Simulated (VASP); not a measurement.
Here is a VASP 6.6.1 calculation.

The input INCAR:

```
PREC = Accurate
ENCUT = 520
EDIFF = 1E-8
ISMEAR = 1
SIGMA = 0.2
LREAL = False
LASPH = True
NELM = 60
ALGO = Normal
ISIF = 2
LWAVE = False
LCHARG = False
GGA = PS
IBRION = 8
NSW = 1
```

File KPOINTS:

```
Automatic mesh
0
Gamma
  12 12 12
```

File POSCAR:

```
ZnAu
1.0
    3.1275251033      0.0000000000      0.0000000000
    0.0000000000      3.1275251033      0.0000000000
    0.0000000000      0.0000000000      3.1275251033
Zn Au
1 1
Direct
    0.5000000000      0.5000000000      0.5000000000
    0.0000000000      0.0000000000      0.0000000000
```

Potentials or basis: VASP PAW PBE potentials, release 64 (Zn, Au).

Command:

```console
$ cat potpaw_PBE.64/Zn/POTCAR potpaw_PBE.64/Au/POTCAR > POTCAR
$ mpirun -np 1 vasp_std > vasp.out
```

Task: Predict the highest phonon frequency at Γ, LO-TO splitting left out.

Result: 145 cm⁻¹.

Phonon frequencies in cm⁻¹ (negative: imaginary):
| q point | frequencies |
| --- | --- |
| (0.000, 0.000, 0.000) | -1 -1 -1 145 145 145 |
